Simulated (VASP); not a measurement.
Write the native input for VASP 6.6.1 that does the following.

```
Task                   : relaxation of cell and atoms
Functional             : PBE
Potentials or basis    : VASP PAW PBE potentials, release 64 (Ti_sv, B)
Cutoff                 : 600 eV
k mesh                 : 16 × 16 × 14
Occupations            : gaussian, width 0.2 eV
Spin                   : no spin polarisation
Dipole correction      : no
Further INCAR settings : ALGO = Normal; EDIFF = 1e-06; IBRION = 2; EDIFFG = -0.001; NSW = 80; ISIF = 3
```

The structure of TiB2 lies in POSCAR:

```
TiB2
1.0
    3.0292000000      0.0000000000      0.0000000000
   -1.5146000000      2.6233641531      0.0000000000
    0.0000000000      0.0000000000      3.2284000000
Ti B
1 2
Direct
    0.0000000000      0.0000000000      0.0000000000
    0.3333333333      0.6666666667      0.5000000000
    0.6666666667      0.3333333333      0.5000000000
```

One way to write it, as run:

INCAR

```
SYSTEM = TiB2
PREC = Accurate ; ENCUT = 600
EDIFF = 1E-6 ; ISMEAR = 0
SIGMA = 0.2 ; LREAL = .FALSE.
LASPH = .TRUE. ; NELM = 80
ALGO = Normal ; ISIF = 3
LWAVE = .FALSE. ; LCHARG = .FALSE.
GGA = PE ; IBRION = 2
NSW = 80 ; EDIFFG = -0.001
```

KPOINTS

```
regular mesh
0
G
  16 16 14
  0 0 0
```

Potentials or basis: VASP PAW PBE potentials, release 64 (Ti_sv, B).

Command:

```console
$ cat potpaw_PBE.64/Ti_sv/POTCAR potpaw_PBE.64/B/POTCAR > POTCAR
$ mpirun -np 1 vasp_std > vasp.out
```

It gave:

The relaxed volume is 8.56 Å³/atom, the relaxed cell is a = 3.033 Å, b = 3.033 Å, c = 3.225 Å, α = 90.00°, β = 90.00°, γ = 120.00° and the space group after relaxing (to 0.05 Å) is P6/mmm (No. 191). The energy gained by relaxing is 0.1 meV/atom, the ionic steps are 21 and the pressure after relaxing is 0.0 GPa. The band gap on the k mesh is zero (band 9 reaches 10.39 eV, above the bottom of band 10 at 9.79 eV).

It took 5.7 min on 1 thread of AMD EPYC 7R13 (shared host), peak memory 0.24 GiB.
